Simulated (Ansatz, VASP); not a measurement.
One calculation of ZnS, two programs

Contents of INCAR:

```
ALGO = Normal
EDIFF = 1E-7
ENCUT = 520
GGA = PS
ISIF = 2
ISMEAR = 0
LASPH = True
LCHARG = True
LELF = True
LREAL = False
LVHAR = True
LWAVE = False
NBANDS = 26
NELM = 100
PREC = Accurate
SIGMA = 0.05
```

The input KPOINTS:

```
k-points
0
Gamma
  9 9 6
```

File POSCAR:

```
ZnS
1.0
    3.6778050849      0.0000000000      0.0000000000
   -1.8389025425      3.1850726337      0.0000000000
    0.0000000000      0.0000000000      6.0385469599
Zn S
2 2
Direct
    0.3333333333      0.6666666667     -0.0066373471
    0.6666666667      0.3333333333      0.4933626529
    0.3333333333      0.6666666667      0.3795575521
    0.6666666667      0.3333333333      0.8795575521
```

Input for Ansatz:

```yaml
crystal:
  lattice:
    - [3.6778050849, 0.0, 0.0]
    - [-1.8389025425, 3.1850726337, 0.0]
    - [0.0, 0.0, 6.0385469599]
  atoms:
    - { symbol: Zn, position: [0.3333333333, 0.6666666667, -0.0066373471] }
    - { symbol: Zn, position: [0.6666666667, 0.3333333333, 0.4933626529] }
    - { symbol: S, position: [0.3333333333, 0.6666666667, 0.3795575521] }
    - { symbol: S, position: [0.6666666667, 0.3333333333, 0.8795575521] }
basis:
  ecutwfc: 520.0
kpoints:
  mp_grid: { grid: [9, 9, 6] }
hamiltonian:
  xc: pbesol
  pseudopotentials: { kind: paw }
scf:
  occupations: { method: gaussian, width: 0.05 }
output:
  forces: true
  stress: true
  eigenvalues: true
```

Alike in both runs: task single point; functional PBEsol; k mesh 9 × 9 × 6; occupations gaussian, width 0.05 eV; no spin polarisation.

|  | VASP | Ansatz |
| --- | --- | --- |
| version | VASP 6.6.1 | Ansatz 0.2.0 |
| potentials or method | VASP PAW PBE potentials, release 64 (Zn, S), cutoff 520 eV | scalar-relativistic, plane waves, PAW |
| valence electrons in the cell | 36 | 36 |

VASP gave:

```
gap on the k mesh at the Fermi level (eV)                     : 2.59
least direct gap on the mesh (eV)                             : 2.59
pressure (GPa)                                                : 8.5
traceless stress, the component that is largest in VASP (GPa) : -3.16
rms of the force components (eV/Å)                            : 0.301
```

Question: What did Ansatz give for the same quantities?

Answer: gap on the k mesh at the Fermi level (eV): 2.58; least direct gap on the mesh (eV): 2.58; pressure (GPa): 8.2; traceless stress, the component that is largest in VASP (GPa): -3.15; rms of the force components (eV/Å): 0.300.

VASP's potentials were made for PBE, not for PBEsol. Atom by atom the forces differ by 0.001 eV/Å (rms over components).
